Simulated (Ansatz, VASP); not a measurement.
## Two plane-wave programs on Mg6F

```
Mg F
1.0
     3.20344    0.00000    0.00000
    -1.60172    7.81532    0.00000
     0.00000    0.00000   20.98511
Mg F
6 1
Direct
  0.84939 0.69878 0.19061
  0.52100 0.04200 0.21976
  0.19261 0.38523 0.24891
  0.37107 0.74148 0.32830
  0.04262 0.08345 0.35424
  0.71282 0.42511 0.38051
  0.71282 0.30011 0.45628
```

Alike in both runs: task single point; functional PBE; k mesh 9 × 4 × 1; occupations gaussian, width 0.1 eV; no spin polarisation.

```csv
,VASP,Ansatz
version,VASP 6.6.1,Ansatz 0.2.0
potentials or method,"VASP PAW PBE potentials, release 64 (Mg, F), cutoff 520 eV","scalar-relativistic, plane waves, PAW"
valence electrons in the cell,19,67
```

```tsv
	VASP	Ansatz	Ansatz less VASP
gap on the k mesh at the Fermi level (eV)	none	none	-
rms of the force components (eV/Å)	0.352	0.356	+0.0041
```

Atom by atom the forces differ by 0.007 eV/Å (rms over components). A gap of «none» marks a metal or a gap that the smearing closes. With one functional, cell and mesh, what is left measures potentials, basis and numerics. VASP's potentials hold 19 valence electrons a cell and Ansatz's 67, so a difference there can come from the potentials and not from the codes.
